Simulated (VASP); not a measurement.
## Li4Si: single point with PBE

Crystal: Li4Si.

```xyz
5
Lattice="4.8352 0.0000 0.0000 0.0000 4.8352 0.0000 0.0000 0.0000 4.8352" Properties=species:S:1:pos:R:3 pbc="T T T"
Li    0.0000    2.4176    2.4176
Li    2.4176    0.0000    2.4176
Li    2.4176    2.4176    0.0000
Li    0.0000    0.0000    0.0000
Si    2.4176    2.4176    2.4176
```

| Property | Result |
| --- | --- |
| Program | VASP 6.6.1 |
| Task | single point |
| Functional | PBE |
| Potentials or basis | VASP PAW PBE potentials, release 64 (Li_sv, Si) |
| Cutoff | 520 eV |
| k mesh | 8 × 8 × 8 |
| Occupations | gaussian, width 0.01 eV |
| Spin | no spin polarisation |
| Dipole correction | no |
| Further INCAR settings | ALGO = Normal; EDIFF = 1e-06; NBANDS = 16 |

```
Band gap on the k mesh : zero (band 8 reaches 0.68 eV, above the bottom of band 9 at 0.65 eV)
```

Levels at points of the mesh, in eV from the Fermi level:
| k point | band 5 | band 6 | band 7 | band 8 | band 9 | band 10 | band 11 | band 12 |
| --- | --- | --- | --- | --- | --- | --- | --- | --- |
| (0.00, 0.00, 0.00) | -6.43 | -0.74 | -0.74 | -0.74 | 0.00 | 3.88 | 3.88 | 4.60 |
| (0.50, 0.00, 0.00) | -6.29 | -2.27 | -0.29 | -0.29 | 1.52 | 2.97 | 2.97 | 3.16 |
| (0.50, 0.50, 0.00) | -6.21 | -1.42 | -1.42 | -0.20 | 0.06 | 3.74 | 3.74 | 4.33 |
| (0.50, 0.50, 0.50) | -6.20 | -0.42 | -0.42 | -0.42 | 0.41 | 0.41 | 0.41 | 2.29 |

Wall time 57 s on 1 thread of AMD EPYC 7R43 64-Core Processor (Zen 3), with other jobs on the host, peak memory 0.18 GiB.
